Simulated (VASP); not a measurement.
Wanted: the native input for a VASP 6.6.1 run.

| Item | Value |
| --- | --- |
| Task | single point |
| Functional | PBE |
| Potentials or basis | VASP PAW PBE potentials, release 64 (Sn_d, Ge_d) |
| Cutoff | 520 eV |
| k mesh | 4 × 4 × 4 |
| Occupations | gaussian, width 0.1 eV |
| Spin | no spin polarisation |
| Dipole correction | no |
| Further INCAR settings | ALGO = Normal; EDIFF = 1e-06; NBANDS = 43 |

The structure of Sn2Ge3 lies in POSCAR:

```
Sn2Ge3
1.0
    4.5886554900      0.0000000000      0.0000000000
    0.0000000000      4.5886554900      0.0000000000
    0.0000000000      0.0000000000      6.1565575000
Sn Ge
2 3
Direct
    0.0000000000      0.5000000000      0.5000000000
    0.5000000000      0.0000000000      0.5000000000
    0.5000000000      0.5000000000      0.7552516700
    0.5000000000      0.5000000000      0.2447483300
    0.0000000000      0.0000000000      0.0000000000
```

The cell was generated, and may not be a known phase.

One way to write it, as run:

INCAR

```
PREC = Accurate ; ENCUT = 520
EDIFF = 1E-6 ; ISMEAR = 0
SIGMA = 0.1 ; LREAL = False
LASPH = True ; NELM = 80
ALGO = Normal ; ISIF = 2
LWAVE = False ; LCHARG = False
GGA = PE ; NBANDS = 43
```

KPOINTS

```
Automatic mesh
0
Gamma
  4 4 4
```

Potentials or basis: VASP PAW PBE potentials, release 64 (Sn_d, Ge_d).

Run with:

```bash
$ cat potpaw_PBE.64/Sn_d/POTCAR potpaw_PBE.64/Ge_d/POTCAR > POTCAR
$ mpirun -np 1 vasp_std > vasp.out
```

Results of the run:

```yaml
Pressure: 2.9 GPa
Largest_force: 2.919 eV/Å
Band_gap_on_the_k_mesh: zero (bands 35 and 36 overlap by 1.83 eV)
```

Caveat: spin-orbit coupling is left out, which moves the levels of the heavy elements; forces of over 1 eV/Å act on the atoms, so gaps and moduli don't describe the material at rest.

It took 110 s on 1 thread of Intel Xeon 8259CL, with other jobs on the host, peak memory 0.28 GiB.
